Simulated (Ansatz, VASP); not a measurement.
SiC in VASP and in Ansatz

File INCAR:

```
ALGO     = Normal         # electronic algorithm
EDIFF    = 1E-7           # SCF threshold, eV
EDIFFG   = -0.002         # ionic threshold
ENCUT    = 600            # plane-wave cutoff, eV
GGA      = CA             # functional
IBRION   = 2              # ionic algorithm
ISIF     = 3              # what is computed and relaxed
ISMEAR   = 0              # smearing method
LASPH    = T              # aspherical terms in the spheres
LCHARG   = F              # write CHGCAR
LREAL    = F              # projectors in reciprocal space
LWAVE    = F              # write WAVECAR
NELM     = 100            # most SCF steps
NSW      = 80             # ionic steps
PREC     = Accurate       # precision mode
SIGMA    = 0.01           # smearing width, eV
```

The input KPOINTS:

```
k-points
0
Gamma
  10 10 10
```

File POSCAR:

```
SiC
1.0
    0.0000000000      2.1800000000      2.1800000000
    2.1800000000      0.0000000000      2.1800000000
    2.1800000000      2.1800000000      0.0000000000
Si C
1 1
Direct
    0.0000000000      0.0000000000      0.0000000000
    0.2500000000      0.2500000000      0.2500000000
```

Input for Ansatz:

```yaml
crystal:
  lattice:
    - [0.0, 2.18, 2.18]
    - [2.18, 0.0, 2.18]
    - [2.18, 2.18, 0.0]
  atoms:
    - { symbol: Si, position: [0.0, 0.0, 0.0] }
    - { symbol: C, position: [0.25, 0.25, 0.25] }
scf:
  occupations: { method: fixed }
output:
  forces: true
  stress: true
  eigenvalues: true
  write_density: true
  write_potential: true
  elf: true
  volumetric_format: npy
hamiltonian:
  xc: lda
kpoints:
  mp_grid: { grid: [10, 10, 10] }
basis:
  ecutwfc: 560
relax:
  f_tol: 0.002
  max_steps: 60
  cell: { stress_tol: 0.02 }
```

Alike in both runs: task relaxation of cell and atoms; functional LDA; k mesh 10 × 10 × 10; no spin polarisation.

|  | VASP | Ansatz |
| --- | --- | --- |
| version | VASP 6.6.1 | Ansatz 0.2.0 |
| potentials or method | VASP PAW LDA potentials, release 64 (Si, C), cutoff 600 eV | scalar-relativistic, plane waves, PAW |
| occupations | gaussian, width 0.01 eV | fixed |
| valence electrons in the cell | 8 | 8 |

Ansatz gave:

- gap on the k mesh at the Fermi level, each at its own relaxed structure (eV): 1.30
- relaxed volume (Å³/atom): 10.14
- relaxed cell length with the largest relative difference (Å): 3.061

Question: Estimate VASP's values.

Answer: gap on the k mesh at the Fermi level, each at its own relaxed structure (eV): 1.29; relaxed volume (Å³/atom): 10.15; relaxed cell length with the largest relative difference (Å): 3.062.

LDA's correlation is that of Perdew and Zunger in VASP and of Perdew and Wang (1992) in Ansatz.
